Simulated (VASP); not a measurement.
# Mo (Cmmm) in VASP: notebook

The runs below take Mo through single point, with PBEsol.

Everything below comes from runs of VASP 6.6.1. Logs are shortened: lines on timing, memory, paths and dates and some standing lists are left out, and cuts for length are marked.

### Step 1. The cell of the first run

It takes space group Cmmm (No. 65, orthorhombic). The conventional cell has a = 2.831 Å, b = 4.738 Å, c = 2.555 Å, α = 90.00°, β = 90.00°, γ = 90.00°. Within 3.4 Å of Mo (site symmetry mmm) lie 8 Mo at 2.56 to 2.83 Å.

### Step 2. Single point, PBEsol (strain +0.0350 x Voigt [1, 0, 0, 0, 0, 0])

INCAR reads:

```
  PREC = Accurate
  ENCUT = 520
  EDIFF = 1E-6
  ISMEAR = 0
  SIGMA = 0.15
  LREAL = False
  LASPH = True
  NELM = 100
  ALGO = Fast
  ISIF = 2
  LWAVE = False
  LCHARG = False
  GGA = PS
  NBANDS = 13
```

KPOINTS reads:

```
regular mesh
0
Gamma
  18 18 18
```

POSCAR reads:

```
Mo
1.0
    2.8312532611      0.0000000000      0.0000000000
   -1.4156266306      2.3690214963      0.0000000000
    0.0000000000      0.0000000000      2.5551807000
Mo
1
Direct
    0.0000000000      0.0000000000      0.5000000000
```

Potentials or basis: VASP PAW PBE potentials, release 64 (Mo_sv).

Run with:

```console
$ cat potpaw_PBE.64/Mo_sv/POTCAR > POTCAR
$ mpirun -np 1 vasp_std > vasp.out
```

OUTCAR:

```text
PREC = Accurate
   ENCUT = 520
   EDIFF = 1E-6
   ISMEAR = 0
   LREAL = False
   LASPH = True
   NELM = 100
   ISIF = 2
   GGA = PS

 ion  position               nearest neighbor table
   1  0.000  0.000  0.500-

  Warning from LATTYP: Monoclinic adjustment (A1->A3, A2->A1, A3->A2)!
  LATTYP: Found a base centered orthorhombic cell.
 ALAT       =     2.8312532611
 B/A-ratio  =     1.6734790411
 C/A-ratio  =     0.9024910400

  Lattice vectors:

 A1 = (   1.4156266306,  -2.3690214963,   0.0000000000)
 A2 = (   1.4156266305,   2.3690214963,   0.0000000000)
 A3 = (   0.0000000000,   0.0000000000,   2.5551807000)

Analysis of symmetry for initial positions (statically):
=====================================================================
 Subroutine PRICEL returns:
 Original cell was already a primitive cell.

 Routine SETGRP: Setting up the symmetry group for a
 base centered orthorhombic supercell.

 Subroutine GETGRP returns: Found  8 space group operations
 (whereof  8 operations were pure point group operations)
 out of a pool of  8 trial point group operations.

The static configuration has the point symmetry D_2h.

Analysis of symmetry for dynamics (positions and initial velocities):
=====================================================================
 Subroutine PRICEL returns:
 Original cell was already a primitive cell.

 Routine SETGRP: Setting up the symmetry group for a
 base centered orthorhombic supercell.

 Subroutine GETGRP returns: Found  8 space group operations
 (whereof  8 operations were pure point group operations)
 out of a pool of  8 trial point group operations.

The dynamic configuration has the point symmetry D_2h.

 Subroutine INISYM returns: Found  8 space group operations
 (whereof  8 operations are pure point group operations),
 and found     1 'primitive' translations

----------------------------------------------------------------------------------------

                                     Primitive cell

  volume of cell :      17.1384

  direct lattice vectors                    reciprocal lattice vectors
     2.831253261  0.000000000  0.000000000     0.353200476  0.211057604  0.000000000
    -1.415626631  2.369021496  0.000000000     0.000000000  0.422115207  0.000000000
     0.000000000  0.000000000  2.555180700     0.000000000  0.000000000  0.391361754

  length of vectors
     2.831253261  2.759757527  2.555180700     0.411455816  0.422115207  0.391361754

  position of ions in fractional coordinates (direct lattice)
     0.000000000  0.000000000  0.500000000

  ion indices of the primitive-cell ions
   primitive index   ion index
                 1           1

----------------------------------------------------------------------------------------

 KPOINTS: regular mesh

Automatic generation of k-mesh.
 Grid dimensions read from file:
 generate k-points for:   18   18   18

 Generating k-lattice:

  Cartesian coordinates                     Fractional coordinates (reciprocal lattice)
     0.019622249  0.011725422  0.000000000     0.055555556  0.000000000  0.000000000
     0.000000000  0.023450845  0.000000000     0.000000000  0.055555556  0.000000000
     0.000000000  0.000000000  0.021742320     0.000000000  0.000000000  0.055555556

  Length of vectors
     0.022858656  0.023450845  0.021742320

  Shift w.r.t. Gamma in fractional coordinates (k-lattice)
     0.000000000  0.000000000  0.000000000

 Subroutine IBZKPT returns following result:
 ===========================================

 Found    910 irreducible k-points:

 Following reciprocal coordinates:
            Coordinates               Weight
  0.000000  0.000000  0.000000      1.000000
  0.055556 -0.000000  0.000000      4.000000
  0.111111 -0.000000  0.000000      4.000000
  0.166667 -0.000000  0.000000      4.000000
  0.222222 -0.000000  0.000000      4.000000
  0.277778  0.000000  0.000000      4.000000
[... 16 lines left out ...]
 -0.333333  0.055556  0.000000      4.000000
 -0.277778  0.055556  0.000000      4.000000
 [... further k-points ...]
   k-points           NKPTS =    910   k-points in BZ     NKDIM =    910   number of bands    NBANDS=     13
   number of dos      NEDOS =    301   number of ions     NIONS =      1
   total plane-waves  NPLWV =  11520
   dimension x,y,z NGX =    24 NGY =   24 NGZ =   20
   dimension x,y,z NGXF=    48 NGYF=   48 NGZF=   40
   ions per type =               1
   NGX,Y,Z   is equivalent  to a cutoff of  14.09, 14.46, 13.01 a.u.
   NGXF,Y,Z  is equivalent  to a cutoff of  28.18, 28.91, 26.02 a.u.
 SYSTEM =  unknown system
   PREC   = accura    normal or accurate (medium, high low for compatibility)
   ISTART =      0    job   : 0-new  1-cont  2-samecut
   ICHARG =      2    charge: 1-file 2-atom 10-const
   ISPIN  =      1    spin polarized calculation?
   LNONCOLLINEAR =      F non collinear calculations
   LSORBIT =      F    spin-orbit coupling
   LASPH  =      T    aspherical Exc in radial PAW
   ENCUT  =  520.0 eV  38.22 Ry    6.18 a.u.   5.26  5.13  4.75*2*pi/ulx,y,z
   NELM   =    100;   NELMIN=  2; NELMDL= -5     # of ELM steps
   EDIFF  = 0.1E-05   stopping-criterion for ELM
   LREAL  =      F    real-space projection
   EDIFFG = 0.1E-04   stopping-criterion for IOM
   NSW    =      0    number of steps for IOM
   IBRION =     -1    ionic relax: 0-MD 1-quasi-New 2-CG
   NFREE  =      0    steps in history (QN), initial steepest desc. (CG)
   ISIF   =      2    stress and relaxation
   ISYM   =      2    0-nonsym 1-usesym 2-fastsym
   POTIM  = 0.5000    time-step for ionic-motion
   TEBEG  =    0.0;   TEEND  =   0.0 temperature during run
   PSTRESS=    0.0 pullay stress
   NELECT =      14.0000    total number of electrons
   NUPDOWN=      -1.0000    fix difference up-down
   EMIN   =  10.00;   EMAX   =-10.00  energy-range for DOS
   EFERMI =   0.00;   METHOD = LEGACY
   ISMEAR =     0;   SIGMA  =   0.15  broadening in eV -4-tet -1-fermi 0-gaus
   EFERMI_NEDOS =   21; number of points for ismear=-14 and -15
   IALGO  =     68    algorithm
   IMIX   =      4    mixing-type and parameters
     AMIX     =   0.40;   BMIX     =  1.00
     AMIX_MAG =   1.60;   BMIX_MAG =  1.00
  volume/ion in A,a.u.               =      17.14       115.66
  Fermi-wavevector in a.u.,A,eV,Ry     =   1.530363  2.891966 31.864984  2.342010
  Thomas-Fermi vector in A             =   2.637856
   LORBIT       =      0    0 simple, 1 ext, 2 COOP (PROOUT), +10 PAW based schemes
   GGA     = PS    functional components
   LHFCALC =     F    Hartree Fock is set to
   AEXX    =    0.0000 exact exchange contribution
   IVDW    =     0    specifies the selected vdW correction
   LEPSILON=     F    determine dielectric tensor
   LRPA    =     F    only Hartree local field effects (RPA)
 non-spin polarized calculation
 RMM-DIIS sequential band-by-band and
 Gauss-broadening in eV      SIGMA  =   0.15
  energy-cutoff  :      520.00
  volume of cell :       17.14
 maximum number of plane-waves:       478
 NGX is ok and might be reduce to    24
   NGX = 11   NGY = 11   NGZ =  9

 number of electron      14.0000000 magnetization

 Free energy of the ion-electron system (eV)
  ---------------------------------------------------
  ext. energy  EPLUGINS =         0.00000000
  ---------------------------------------------------
  free energy    TOTEN  =       -10.85409240 eV

  energy without entropy =      -10.84417916  energy(sigma->0) =      -10.84913578

 E-fermi :  10.8766     XC(G=0): -12.9283

 val. band max:       10.8763350808   @ k =   0.0556   0.2222   0.5000
 cond. band min:      10.8789950883   @ k =   0.1667   0.2222   0.3333
 fundamental gap:      0.0026600075
 Fermi energy:        10.8765600284

 k-point     1 :       0.0000    0.0000    0.0000
  band No.  band energies     occupation
      1     -50.0367      2.00000
      2     -23.4732      2.00000
      3     -23.4070      2.00000
      4     -23.2778      2.00000
      5       4.2108      2.00000
      6       6.7449      2.00000
      7       9.6877      2.00000
      8      10.3959      1.99999
      9      14.8382      0.00000
     10      14.9564      0.00000
     11      23.7621      0.00000
     12      26.8010      0.00000
     13      30.4928      0.00000

 k-point     2 :       0.0556   -0.0000    0.0000
  band No.  band energies     occupation
      1     -50.0315      2.00000
      2     -23.5032      2.00000
      3     -23.4220      2.00000
      4     -23.2740      2.00000
      5       4.3244      2.00000
      6       6.7904      2.00000
      7       9.6359      2.00000
      8      10.4444      1.99995
      9      14.7409      0.00000
     10      14.9210      0.00000
     11      24.0064      0.00000
     12      27.0239      0.00000
     13      29.9467      0.00000

 k-point     3 :       0.1111   -0.0000    0.0000
  band No.  band energies     occupation
      1     -50.0162      2.00000
      2     -23.6023      2.00000
      3     -23.4517      2.00000
      4     -23.2633      2.00000
      5       4.6489      2.00000
      6       6.9225      2.00000
      7       9.4400      2.00000
      8      10.6709      1.94752
      9      14.4383      0.00000
     10      14.8595      0.00000
     11      24.6563      0.00000
     12      27.6539      0.00000
     13      28.7269      0.00000

 k-point     4 :       0.1667   -0.0000    0.0000
  band No.  band energies     occupation
      1     -49.9929      2.00000
      2     -23.7603      2.00000
      3     -23.4884      2.00000
      4     -23.2469      2.00000
      5       5.1313      2.00000
      6       7.1178      2.00000
      7       9.1671      2.00000
      8      11.1178      0.02295
      9      14.0027      0.00000
     10      14.7800      0.00000
     11      25.3064      0.00000
     12      27.6498      0.00000
     13      28.5914      0.00000

 k-point     5 :       0.2222   -0.0000    0.0000
  band No.  band energies     occupation
      1     -49.9640      2.00000
      2     -23.9531      2.00000
      3     -23.5305      2.00000
      4     -23.2267      2.00000
      5       5.6747      2.00000
      6       7.2966      2.00000
      7       9.0387      2.00000
      8      11.7469      0.00000
      9      13.5191      0.00000
     10      14.6870      0.00000
     11      24.8212      0.00000
     12      27.8083      0.00000
     13      28.2767      0.00000
[... 257 lines left out ...]
 k-point    22 :      -0.3889    0.0556    0.0000
  band No.  band energies     occupation
      1     -49.8906      2.00000
      2     -24.4026      2.00000
      3     -23.6600      2.00000
      4     -23.1754      2.00000
      5       6.4740      2.00000
      6       7.4639      2.00000
      7      10.2085      2.00000
      8      12.5202      0.00000
      9      13.8961      0.00000
     10      14.3905      0.00000
     11      21.7796      0.00000
     12      25.1407      0.00000
     13      28.7250      0.00000

 k-point    23 :      -0.3333    0.0556    0.0000
  band No.  band energies     occupation
      1     -49.9176      2.00000
      2     -24.2354      2.00000
      3     -23.6204      2.00000
      4     -23.1942      2.00000
      5       6.3723      2.00000
      6       7.3903      2.00000
      7       9.4524      2.00000
      8      12.8705      0.00000
      9      13.0778      0.00000
     10      14.4776      0.00000
     11      22.9663      0.00000
     12      26.0187      0.00000
     13      29.1703      0.00000

 k-point    24 :      -0.2778    0.0556    0.0000
  band No.  band energies     occupation
      1     -49.9478      2.00000
      2     -24.0454      2.00000
      3     -23.5731      2.00000
      4     -23.2153      2.00000
      5       5.9953      2.00000
      6       7.3906      2.00000
      7       8.9674      2.00000
      8      12.2836      0.00000
      9      13.2944      0.00000
     10      14.5825      0.00000
     11      24.2601      0.00000
     12      26.7099      0.00000
     13      29.0838      0.00000

 [... further k-points ...]
[... 5 lines left out ...]
  --------------------------------------------------------------------------------------
  -------------------------------------------------------------------------------------
  Total       -0.7951742     -1.1990014     -1.2292649      0.0000000      0.0000000      0.0000000
  in kB      -74.3367416   -112.0884654   -114.9176445      0.0000000      0.0000000      0.0000000
  external PRESSURE =    -100.4476172 kB  Pullay stress =       0.0000000 kB

 VOLUME and BASIS-vectors are now :
 -----------------------------------------------------------------------------
  energy-cutoff  :      520.00
  volume of cell :       17.14
      direct lattice vectors                 reciprocal lattice vectors
     2.831253261  0.000000000  0.000000000     0.353200476  0.211057604  0.000000000
    -1.415626631  2.369021496  0.000000000     0.000000000  0.422115207  0.000000000
     0.000000000  0.000000000  2.555180700     0.000000000  0.000000000  0.391361754

 POSITION                                       TOTAL-FORCE (eV/Angst)
 -----------------------------------------------------------------------------------
      0.00000      0.00000      1.27759         0.000000      0.000000      0.000000
 -----------------------------------------------------------------------------------
    total drift:                               -0.000000     -0.000000     -0.000000

  FREE ENERGIE OF THE ION-ELECTRON SYSTEM (eV)
  ---------------------------------------------------
  free  energy   TOTEN  =       -10.8540923954 eV

  energy  without entropy=      -10.8441791649  energy(sigma->0) =      -10.84913578
```

It took 1.9 min on 1 thread of Intel Xeon Platinum 8259CL at 2.50GHz (Skylake/Cascade Lake), shared host; peak memory 0.29 GiB.

Results:

- Free energy: -10.8541 eV
- Pressure: -10.0 GPa
- Band gap on the k mesh: zero (band 7 reaches 12.02 eV, above the bottom of band 8 at 10.13 eV)

Caveat: the cell differs from its parent crystal (strain +0.0350 x Voigt [1, 0, 0, 0, 0, 0]); the PAW data sets were made with another functional, which shifts forces and pressure a little.

(Continued in part 2 of 2.)
